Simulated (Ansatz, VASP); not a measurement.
**SnO2: VASP beside Ansatz**

```
CELL_PARAMETERS angstrom
4.75994 0.00000 0.00000
0.00000 4.75994 0.00000
0.00000 0.00000 3.32874
ATOMIC_POSITIONS crystal
Sn 0.50000 0.50000 0.50000
Sn 0.00000 0.00000 0.00000
O 0.30715 0.30715 0.00000
O 0.80715 0.19285 0.50000
O 0.19285 0.80715 0.50000
O 0.69285 0.69285 0.00000
```

Change from the starting cell: strain along c alone, the other axes held, atoms relaxed: +4.0 %.

Alike in both runs: functional r2SCAN; k mesh 6 × 6 × 8; occupations gaussian, width 0.02 eV; no spin polarisation.

Ansatz relaxed the structure, and its values are those at the end. VASP's run is a single point on that final structure, the one shown.

|  | VASP | Ansatz |
| --- | --- | --- |
| version | VASP 6.6.1 | Ansatz 0.2.0 |
| potentials or method | VASP PAW PBE potentials, release 64 (Sn_d, O), cutoff 520 eV | scalar-relativistic, plane waves, PAW |
| valence electrons in the cell | 52 | 52 |

```tsv
	VASP	Ansatz	Ansatz less VASP
gap on the k mesh at the Fermi level (eV)	1.22	1.20	-0.021
least direct gap on the mesh (eV)	1.22	1.20	-0.021
pressure (GPa)	-7.8	-8.7	-0.91
rms of the force components (eV/Å)	0.004	0.000	-0.0035
```

VASP's potentials were made for PBE, not for r2SCAN. Ansatz's warnings: stress scf threshold loose.
